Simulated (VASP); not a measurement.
**C: single point with PBEsol**

The system is C.

```
CELL_PARAMETERS angstrom
2.59509 0.00000 0.00000
-1.29754 2.24741 0.00000
0.00000 0.00000 4.32089
ATOMIC_POSITIONS crystal
C 0.33333 0.66667 0.06280
C 0.66667 0.33333 0.56280
C 0.33333 0.66667 0.43720
C 0.66667 0.33333 0.93720
```

This cell differs from its parent crystal: volume scaled by 1.12.

| Item | Value |
| --- | --- |
| Program | VASP 6.6.1 |
| Task | single point |
| Functional | PBEsol |
| Potentials or basis | VASP PAW PBE potentials, release 64 (C) |
| Cutoff | 520 eV |
| k mesh | 13 × 13 × 7 |
| Occupations | fermi-dirac, width 0.05 eV |
| Spin | no spin polarisation |

```json
{"Pressure": "-40.8 GPa", "Largest force": "0.116 eV/Å", "Band gap on the k mesh": "3.51 eV, indirect (least direct gap 4.73 eV)"}
```

Forces on the atoms (eV/Å):
```
C    0.000  0.000 -0.116
C    0.000  0.000 -0.116
C    0.000  0.000  0.116
C    0.000  0.000  0.116
```

Stress tensor (GPa, compression positive):
```
-40.55   0.00   0.00
  0.00 -40.55   0.00
  0.00   0.00 -41.28
```

Levels at points of the mesh, in eV from the valence-band top:
```
           k point  band 4  band 5  band 6  band 7  band 8  band 9  band 10  band 11  band 12  band 13
(0.00, 0.00, 0.00)   -2.79   -2.79   -0.42    0.00    0.00    4.73     4.73     5.01     6.87     8.85
```

Run time: 37 s on 1 thread of Intel Xeon 6975P-C (shared host), peak memory 0.14 GiB.

Caveat: the PAW data sets were made with another functional, which shifts forces and pressure a little. A k mesh can miss the band edges.
